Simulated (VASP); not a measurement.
# TaN (Fm-3m) in VASP: single point with PBE

Aim: the single point of TaN with PBE.

Everything below comes from runs of VASP 6.6.1. Logs are shortened: lines on timing, memory, paths and dates and some standing lists are left out, and cuts for length are marked.

## (1) The cell of the first run

Symmetry: Fm-3m, No. 225, cubic system. The conventional cell has a = 4.358 Å, b = 4.358 Å, c = 4.358 Å, α = 90.00°, β = 90.00°, γ = 90.00°. Within 2.9 Å of Ta (site symmetry m-3m) lie 6 N at 2.18 Å. Within 2.9 Å of N (site symmetry m-3m) lie 6 Ta at 2.18 Å.

## (2) Single point, PBE

File INCAR:

```
SYSTEM = TaN
ALGO = Normal ; EDIFF = 1E-7
ENCUT = 520 ; GGA = PE
ISIF = 2 ; ISMEAR = 0
LASPH = .TRUE. ; LCHARG = .FALSE.
LREAL = .FALSE. ; LWAVE = .FALSE.
NBANDS = 42 ; NELM = 60
PREC = Accurate ; SIGMA = 0.15
```

File KPOINTS:

```
k-points
0
G
  12 12 12
  0 0 0
```

File POSCAR:

```
TaN
1.0
    4.3580000000      0.0000000000      0.0000000000
    0.0000000000     -4.3580000000      0.0000000000
    0.0000000000      0.0000000000     -4.3580000000
Ta N
4 4
Direct
    0.5000000000      0.0000000000      0.0000000000
    0.0000000000      0.5000000000      0.0000000000
    0.0000000000      0.0000000000      0.5000000000
    0.5000000000      0.5000000000      0.5000000000
    0.0000000000      0.5000000000      0.5000000000
    0.5000000000      0.0000000000      0.5000000000
    0.5000000000      0.5000000000      0.0000000000
    0.0000000000      0.0000000000      0.0000000000
```

Potentials or basis: VASP PAW PBE potentials, release 64 (Ta_pv, N).

Command:

```sh
$ cat potpaw_PBE.64/Ta_pv/POTCAR potpaw_PBE.64/N/POTCAR > POTCAR
$ mpirun -np 1 vasp_std > vasp.out
```

OUTCAR:

```text
SYSTEM = TaN
   EDIFF = 1E-7
   ENCUT = 520
   GGA = PE
   ISIF = 2
   ISMEAR = 0
   LASPH = .TRUE.
   LREAL = .FALSE.
   NELM = 60
   PREC = Accurate

 ion  position               nearest neighbor table
   1  0.500  0.000  0.000-   6 2.18   7 2.18   8 2.18   6 2.18   7 2.18   8 2.18   3 3.08   4 3.08
                             2 3.08   2 3.08   4 3.08   3 3.08   4 3.08   2 3.08   3 3.08   4 3.08
   2  0.000  0.500  0.000-   5 2.18   7 2.18   8 2.18   5 2.18   8 2.18   7 2.18   3 3.08   4 3.08
                             1 3.08   1 3.08   3 3.08   3 3.08   3 3.08   1 3.08   4 3.08   4 3.08
   3  0.000  0.000  0.500-   5 2.18   6 2.18   8 2.18   8 2.18   5 2.18   6 2.18   1 3.08   2 3.08
                             1 3.08   2 3.08   4 3.08   2 3.08   2 3.08   1 3.08   4 3.08   4 3.08
   4  0.500  0.500  0.500-   5 2.18   6 2.18   7 2.18   7 2.18   6 2.18   5 2.18   1 3.08   2 3.08
                             1 3.08   1 3.08   3 3.08   2 3.08   1 3.08   2 3.08   3 3.08   3 3.08
   5  0.000  0.500  0.500-   2 2.18   3 2.18   4 2.18   2 2.18   3 2.18   4 2.18
   6  0.500  0.000  0.500-   1 2.18   3 2.18   4 2.18   1 2.18   4 2.18   3 2.18
   7  0.500  0.500  0.000-   1 2.18   2 2.18   4 2.18   4 2.18   1 2.18   2 2.18
   8  0.000  0.000  0.000-   1 2.18   2 2.18   3 2.18   3 2.18   2 2.18   1 2.18

  LATTYP: Found a simple cubic cell.
 ALAT       =     4.3580000000

  Lattice vectors:

 A1 = (   4.3580000000,   0.0000000000,   0.0000000000)
 A2 = (   0.0000000000,  -4.3580000000,   0.0000000000)
 A3 = (   0.0000000000,   0.0000000000,  -4.3580000000)

Analysis of symmetry for initial positions (statically):
=====================================================================
 Subroutine PRICEL returns following result:

  LATTYP: Found a face centered cubic cell.
 ALAT       =     4.3580000000

  Lattice vectors:

 A1 = (   2.1790000000,   2.1790000000,   0.0000000000)
 A2 = (   2.1790000000,   0.0000000000,  -2.1790000000)
 A3 = (   0.0000000000,   2.1790000000,  -2.1790000000)

   4 primitive cells build up your supercell.

 Routine SETGRP: Setting up the symmetry group for a
 simple cubic supercell.

 Subroutine GETGRP returns: Found 48 space group operations
 (whereof 48 operations were pure point group operations)
 out of a pool of 48 trial point group operations.

The static configuration has the point symmetry O_h .

Analysis of symmetry for dynamics (positions and initial velocities):
=====================================================================
 Subroutine PRICEL returns following result:

  LATTYP: Found a face centered cubic cell.
 ALAT       =     4.3580000000

  Lattice vectors:

 A1 = (   2.1790000000,   2.1790000000,   0.0000000000)
 A2 = (   2.1790000000,   0.0000000000,  -2.1790000000)
 A3 = (   0.0000000000,   2.1790000000,  -2.1790000000)

   4 primitive cells build up your supercell.

 Routine SETGRP: Setting up the symmetry group for a
 simple cubic supercell.

 Subroutine GETGRP returns: Found 48 space group operations
 (whereof 48 operations were pure point group operations)
 out of a pool of 48 trial point group operations.

The dynamic configuration has the point symmetry O_h .

 Subroutine INISYM returns: Found 48 space group operations
 (whereof 48 operations are pure point group operations),
 and found     4 'primitive' translations

----------------------------------------------------------------------------------------

                                     Primitive cell

  volume of cell :      20.6920

  direct lattice vectors                    reciprocal lattice vectors
     2.179000000  2.179000000  0.000000000     0.229463056  0.229463056  0.229463056
     2.179000000  0.000000000 -2.179000000     0.229463056 -0.229463056 -0.229463056
     0.000000000  2.179000000 -2.179000000    -0.229463056  0.229463056 -0.229463056

  length of vectors
     3.081571352  3.081571352  3.081571352     0.397441672  0.397441672  0.397441672

  position of ions in fractional coordinates (direct lattice)
     0.500000000  0.500000000  0.500000000
     1.000000000  0.000000000  0.000000000

  ion indices of the primitive-cell ions
   primitive index   ion index
                 1           1
                 2           7

----------------------------------------------------------------------------------------

 KPOINTS: k-points

Automatic generation of k-mesh.
 Grid dimensions read from file:
 generate k-points for:   12   12   12

 Generating k-lattice:

  Cartesian coordinates                     Fractional coordinates (reciprocal lattice)
     0.019121921  0.000000000  0.000000000     0.083333333  0.000000000  0.000000000
     0.000000000 -0.019121921  0.000000000     0.000000000  0.083333333  0.000000000
     0.000000000  0.000000000 -0.019121921     0.000000000  0.000000000  0.083333333

  Length of vectors
     0.019121921  0.019121921  0.019121921

  Shift w.r.t. Gamma in fractional coordinates (k-lattice)
     0.000000000  0.000000000  0.000000000

 Subroutine IBZKPT returns following result:
 ===========================================

 Found     84 irreducible k-points:

 Following reciprocal coordinates:
            Coordinates               Weight
  0.000000  0.000000  0.000000      1.000000
  0.083333  0.000000  0.000000      6.000000
  0.166667  0.000000  0.000000      6.000000
  0.250000  0.000000  0.000000      6.000000
  0.333333  0.000000  0.000000      6.000000
  0.416667  0.000000  0.000000      6.000000
[... 16 lines left out ...]
  0.333333  0.333333  0.000000     12.000000
  0.416667  0.333333  0.000000     24.000000
 [... further k-points ...]
   k-points           NKPTS =     84   k-points in BZ     NKDIM =     84   number of bands    NBANDS=     42
   number of dos      NEDOS =    301   number of ions     NIONS =      8
   total plane-waves  NPLWV =  32768
   dimension x,y,z NGX =    32 NGY =   32 NGZ =   32
   dimension x,y,z NGXF=    64 NGYF=   64 NGZF=   64
   ions per type =               4   4
   NGX,Y,Z   is equivalent  to a cutoff of  12.21, 12.21, 12.21 a.u.
   NGXF,Y,Z  is equivalent  to a cutoff of  24.41, 24.41, 24.41 a.u.
 SYSTEM =  TaN
   PREC   = accura    normal or accurate (medium, high low for compatibility)
   ISTART =      0    job   : 0-new  1-cont  2-samecut
   ICHARG =      2    charge: 1-file 2-atom 10-const
   ISPIN  =      1    spin polarized calculation?
   LNONCOLLINEAR =      F non collinear calculations
   LSORBIT =      F    spin-orbit coupling
   LASPH  =      T    aspherical Exc in radial PAW
   ENCUT  =  520.0 eV  38.22 Ry    6.18 a.u.   8.10  8.10  8.10*2*pi/ulx,y,z
   NELM   =     60;   NELMIN=  2; NELMDL= -5     # of ELM steps
   EDIFF  = 0.1E-06   stopping-criterion for ELM
   LREAL  =      F    real-space projection
   EDIFFG = 0.1E-05   stopping-criterion for IOM
   NSW    =      0    number of steps for IOM
   IBRION =     -1    ionic relax: 0-MD 1-quasi-New 2-CG
   NFREE  =      0    steps in history (QN), initial steepest desc. (CG)
   ISIF   =      2    stress and relaxation
   ISYM   =      2    0-nonsym 1-usesym 2-fastsym
   POTIM  = 0.5000    time-step for ionic-motion
   TEBEG  =    0.0;   TEEND  =   0.0 temperature during run
   PSTRESS=    0.0 pullay stress
   NELECT =      64.0000    total number of electrons
   NUPDOWN=      -1.0000    fix difference up-down
   EMIN   =  10.00;   EMAX   =-10.00  energy-range for DOS
   EFERMI =   0.00;   METHOD = LEGACY
   ISMEAR =     0;   SIGMA  =   0.15  broadening in eV -4-tet -1-fermi 0-gaus
   EFERMI_NEDOS =   21; number of points for ismear=-14 and -15
   IALGO  =     38    algorithm
   IMIX   =      4    mixing-type and parameters
     AMIX     =   0.40;   BMIX     =  1.00
     AMIX_MAG =   1.60;   BMIX_MAG =  1.00
  volume/ion in A,a.u.               =      10.35        69.82
  Fermi-wavevector in a.u.,A,eV,Ry     =   1.502615  2.839530 30.719922  2.257851
  Thomas-Fermi vector in A             =   2.613832
   LORBIT       =      0    0 simple, 1 ext, 2 COOP (PROOUT), +10 PAW based schemes
   GGA     = PE    functional components
   LHFCALC =     F    Hartree Fock is set to
   AEXX    =    0.0000 exact exchange contribution
   IVDW    =     0    specifies the selected vdW correction
   LEPSILON=     F    determine dielectric tensor
   LRPA    =     F    only Hartree local field effects (RPA)
 non-spin polarized calculation
 Gauss-broadening in eV      SIGMA  =   0.15
  energy-cutoff  :      520.00
  volume of cell :       82.77
 maximum number of plane-waves:      2272
   NGX = 17   NGY = 17   NGZ = 17

 number of electron      64.0000026 magnetization

 Free energy of the ion-electron system (eV)
  ---------------------------------------------------
  ext. energy  EPLUGINS =         0.00000000
  ---------------------------------------------------
  free energy    TOTEN  =       -87.14174853 eV

  energy without entropy =      -87.09488936  energy(sigma->0) =      -87.11831894

 E-fermi :   9.8598     XC(G=0): -13.5895

 val. band max:        9.8373786167   @ k =   0.5000   0.2500   0.0000
 cond. band min:       9.8670637573   @ k =   0.3333   0.1667   0.1667
 fundamental gap:      0.0296851406
 Fermi energy:         9.8598499278

 k-point     1 :       0.0000    0.0000    0.0000
  band No.  band energies     occupation
      1     -26.6643      2.00000
      2     -26.6643      2.00000
      3     -26.6643      2.00000
      4     -26.1783      2.00000
      5     -26.1783      2.00000
      6     -26.1783      2.00000
[... 34 lines left out ...]
     41      13.5615      0.00000
     42      13.5615      0.00000

 k-point     2 :       0.0833    0.0000    0.0000
  band No.  band energies     occupation
      1     -26.6563      2.00000
      2     -26.6563      2.00000
      3     -26.6534      2.00000
      4     -26.1869      2.00000
      5     -26.1869      2.00000
      6     -26.1803      2.00000
[... 34 lines left out ...]
     41      13.4237      0.00000
     42      13.4619      0.00000

 k-point     3 :       0.1667    0.0000    0.0000
  band No.  band energies     occupation
      1     -26.6328      2.00000
      2     -26.6328      2.00000
      3     -26.6209      2.00000
      4     -26.2119      2.00000
      5     -26.2119      2.00000
      6     -26.1857      2.00000
[... 34 lines left out ...]
     41      12.9981      0.00000
     42      12.9981      0.00000

 k-point     4 :       0.2500    0.0000    0.0000
  band No.  band energies     occupation
      1     -26.5952      2.00000
      2     -26.5952      2.00000
      3     -26.5676      2.00000
      4     -26.2516      2.00000
      5     -26.2516      2.00000
      6     -26.1932      2.00000
[... 844 lines left out ...]
     41      12.7704      0.00000
     42      12.7704      0.00000

 k-point    23 :       0.3333    0.3333    0.0000
  band No.  band energies     occupation
      1     -26.5440      2.00000
      2     -26.5440      2.00000
      3     -26.4884      2.00000
      4     -26.4370      2.00000
      5     -26.3430      2.00000
      6     -26.2147      2.00000
[... 34 lines left out ...]
     41      12.4551      0.00000
     42      13.0104      0.00000

 k-point    24 :       0.4167    0.3333    0.0000
  band No.  band energies     occupation
      1     -26.5489      2.00000
      2     -26.5221      2.00000
      3     -26.5164      2.00000
      4     -26.4134      2.00000
      5     -26.3840      2.00000
      6     -26.2689      2.00000
[... 34 lines left out ...]
     41      12.2897      0.00000
     42      12.7606      0.00000

 [... further k-points ...]

------------------------ aborting loop because EDIFF is reached ----------------------------------------

  FORCE on cell =-STRESS in cart. coord.  units (eV):
  Direction    XX          YY          ZZ          XY          YZ          ZX
  --------------------------------------------------------------------------------------
  -------------------------------------------------------------------------------------
  Total        8.0614730      8.0614730      8.0614730      0.0000000      0.0000000      0.0000000
  in kB      156.0498322    156.0498322    156.0498322      0.0000000      0.0000000      0.0000000
  external PRESSURE =     156.0498322 kB  Pullay stress =       0.0000000 kB

 VOLUME and BASIS-vectors are now :
 -----------------------------------------------------------------------------
  energy-cutoff  :      520.00
  volume of cell :       82.77
      direct lattice vectors                 reciprocal lattice vectors
     4.358000000  0.000000000  0.000000000     0.229463056  0.000000000  0.000000000
     0.000000000 -4.358000000  0.000000000     0.000000000 -0.229463056  0.000000000
     0.000000000  0.000000000 -4.358000000     0.000000000  0.000000000 -0.229463056

 POSITION                                       TOTAL-FORCE (eV/Angst)
 -----------------------------------------------------------------------------------
      2.17900      0.00000      0.00000        -0.000000     -0.000000      0.000000
      0.00000     -2.17900      0.00000        -0.000000     -0.000000     -0.000000
      0.00000      0.00000     -2.17900        -0.000000     -0.000000      0.000000
      2.17900     -2.17900     -2.17900        -0.000000     -0.000000      0.000000
      0.00000     -2.17900     -2.17900        -0.000000     -0.000000     -0.000000
      2.17900      0.00000     -2.17900         0.000000      0.000000      0.000000
      2.17900     -2.17900      0.00000         0.000000      0.000000      0.000000
      0.00000      0.00000      0.00000        -0.000000     -0.000000     -0.000000
 -----------------------------------------------------------------------------------
    total drift:                                0.000000     -0.000000     -0.000000

  FREE ENERGIE OF THE ION-ELECTRON SYSTEM (eV)
  ---------------------------------------------------
  free  energy   TOTEN  =       -87.1417485259 eV

  energy  without entropy=      -87.0948893611  energy(sigma->0) =      -87.11831894
```

Wall time 2.5 min (1 thread of Intel Xeon Platinum 8375C at 2.90GHz (Ice Lake), shared host); peak memory 0.33 GiB.

What came out:

* Free energy: -87.1417 eV
* Pressure: 15.6 GPa
* Band gap on the k mesh: zero (bands 32 and 33 overlap by 4.17 eV)

Caveat: the cell stands under pressure; spin-orbit coupling is left out, which moves the levels of the heavy elements.

The gap in the log of VASP goes by the Fermi energy; the results here count the filled bands.